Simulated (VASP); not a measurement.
Here is a VASP 6.6.1 calculation.

Contents of INCAR:

```
SYSTEM = Mo
ALGO = Normal
EDIFF = 1E-6
ENCUT = 500
GGA = PE
GGA_COMPAT = .False.
ISIF = 2
ISMEAR = -1
LASPH = .True.
LCHARG = .False.
LREAL = .False.
LWAVE = .False.
NBANDS = 13
NELM = 120
PREC = Accurate
SIGMA = 0.15
```

Contents of KPOINTS:

```
k-points
0
Gamma
  20 20 20
  0 0 0
```

File POSCAR:

```
Mo
1.0
   -1.5807094254      1.5807094254      1.5807094254
    1.5807094254     -1.5807094254      1.5807094254
    1.5807094254      1.5807094254     -1.5807094254
Mo
1
Direct
    0.0000000000      0.0000000000      0.0000000000
```

Potentials or basis: VASP PAW PBE potentials, release 64 (Mo_sv).

Run with:

```console
$ cat potpaw_PBE.64/Mo_sv/POTCAR > POTCAR
$ mpirun -np 1 vasp_std > vasp.out
```

Question: Predict the pressure.

Answer: 0.5 GPa.

Question: Estimate the band gap on the k mesh.

Answer: Zero (band 7 reaches 16.35 eV, above the bottom of band 8 at 11.08 eV).
